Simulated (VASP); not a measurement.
Write the native input for VASP 6.6.1 that does the following.

```
Task                   : relaxation of the atoms
Functional             : LDA
Potentials or basis    : VASP PAW LDA potentials, release 64 (C, Cl, H, F)
Cutoff                 : 520 eV
k mesh                 : 1 × 1 × 1
Occupations            : fermi-dirac, width 0.02 eV
Spin                   : no spin polarisation
Dipole correction      : no
Further INCAR settings : LREAL = Auto; ALGO = Normal; EDIFF = 1e-07; IBRION = 2; EDIFFG = -0.3; NSW = 35
```

The structure of H3C2ClF4 lies in POSCAR:

```
H3C2ClF4
1.0
    8.3663050000      0.0000000000      0.0000000000
    0.0000000000      8.3663050000      0.0000000000
    0.0000000000      0.0000000000      8.3663050000
C Cl H F
8 4 12 16
Direct
    0.9450844000      0.7807292000      0.6276966000
    0.6435324000      0.0848956000      0.7408653000
    0.2044467000      0.7227718000      0.0614844000
    0.9779514000      0.2878598000      0.5170706000
    0.5974916000      0.5509425000      0.2878100000
    0.6415470000      0.5403058000      0.7776336000
    0.0849979000      0.2565841000      0.0221194000
    0.5877628000      0.1347167000      0.2708227000
    1.0251545000      0.9420070000      0.7404313000
    0.4520986000      0.0091733000      0.7933068000
    0.1999289000      0.7252690000      0.2738619000
    1.1821983000      0.3360078000      0.4839672000
    0.8269634000      0.8139540000      0.5845759000
    1.0239173000      0.7562939000      0.5271772000
    0.9366789000      0.6758744000      0.7041864000
    0.6499138000      0.0975629000      0.6115800000
    0.6601549000      0.2006428000      0.7978051000
    0.7345560000      0.0015851000      0.7819740000
    0.2053121000      0.8452988000      0.0178696000
    0.3118837000      0.6608186000      0.0223058000
    0.0988354000      0.6607105000      0.0177750000
    0.9039245000      0.3645061000      0.4424970000
    0.9584288000      0.1631153000      0.4858691000
    0.9498411000      0.3072786000      0.6425640000
    0.7427671000      0.5221977000      0.3453564000
    0.5683383000      0.7070332000      0.2931581000
    0.5892302000      0.5006492000      0.1373268000
    0.4896307000      0.4738897000      0.3753985000
    0.6987760000      0.6503217000      0.8769522000
    0.5614087000      0.4308487000      0.8603369000
    0.5441500000      0.6092095000      0.6727101000
    0.7618534000      0.4708433000      0.7005352000
    0.1714456000      0.3898055000      0.0267763000
    0.0197842000      0.2307579000      0.1646782000
   -0.0297960000      0.2717172000     -0.0866749000
    0.1785577000      0.1340558000     -0.0163022000
    0.6097257000      0.2390825000      0.3885863000
    0.6058740000      0.2080191000      0.1310315000
    0.6943033000      0.0175217000      0.2833642000
    0.4411482000      0.0742436000      0.2803089000
```

These files were run (other wordings do the same):

INCAR

```
  PREC = Accurate
  ENCUT = 520
  EDIFF = 1E-7
  ISMEAR = -1
  SIGMA = 0.02
  LREAL = Auto
  LASPH = T
  NELM = 60
  ALGO = Normal
  ISIF = 2
  LWAVE = F
  LCHARG = F
  IBRION = 2
  NSW = 35
  EDIFFG = -0.3
```

KPOINTS

```
Automatic mesh
0
Gamma
  1 1 1
```

Potentials or basis: VASP PAW LDA potentials, release 64 (C, Cl, H, F).

Launch:

```bash
$ cat potpaw_LDA.64/C/POTCAR potpaw_LDA.64/Cl/POTCAR potpaw_LDA.64/H/POTCAR potpaw_LDA.64/F/POTCAR > POTCAR
$ mpirun -np 1 vasp_gam > vasp.out
```

It gave:

- Energy gained by relaxing: 7.9 meV/atom
- Ionic steps: 12
- Pressure after relaxing: 0.0 GPa
- Largest force after relaxing: 0.226 eV/Å
- Band gap on the k mesh: 5.14 eV

Caveat: the k points lie up to 0.75 Å⁻¹ apart; the relaxation stopped at a loose force limit of 0.3 eV/Å, so its end isn't a converged minimum.

Run time: 22 min on 1 thread of Intel Xeon 8259CL, on a shared host, peak memory 0.46 GiB.
